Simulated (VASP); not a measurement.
A run of VASP 6.6.1:

The input INCAR:

```
SYSTEM = MgO
PREC = Accurate
ENCUT = 520
EDIFF = 1E-6
ISMEAR = 0
SIGMA = 0.01
LREAL = .FALSE.
LASPH = .TRUE.
NELM = 60
ALGO = Normal
ISIF = 2
LWAVE = .FALSE.
LCHARG = .FALSE.
NBANDS = 16
```

The input KPOINTS:

```
regular mesh
0
G
  7 7 4
  0 0 0
```

File POSCAR:

```
MgO
1.0
    3.2855864183      0.0000000000      0.0000000000
   -1.6427927125      2.8454017294      0.0000000000
    0.0000000000      0.0000000000      4.9494388313
Mg O
2 2
Direct
    0.3333333333      0.6666666667      0.0021600000
    0.6666666667      0.3333333333      0.5021600000
    0.3333333333      0.6666666667      0.4024400000
    0.6666666667      0.3333333333      0.9024400000
```

Potentials or basis: VASP PAW LDA potentials, release 64 (Mg, O).

Command:

```bash
$ cat potpaw_LDA.64/Mg/POTCAR potpaw_LDA.64/O/POTCAR > POTCAR
$ mpirun -np 1 vasp_std > vasp.out
```

Hardware: 1 thread of AMD EPYC 7R43 64-Core Processor (Zen 3) (shared host).

Problem. Estimate the wall time of this run.

Solution. Run time: 24 s on 1 thread of AMD EPYC 7R43 64-Core Processor (Zen 3), with other jobs on the host, peak memory 0.11 GiB. Counts: scf iterations 12, k points 24.
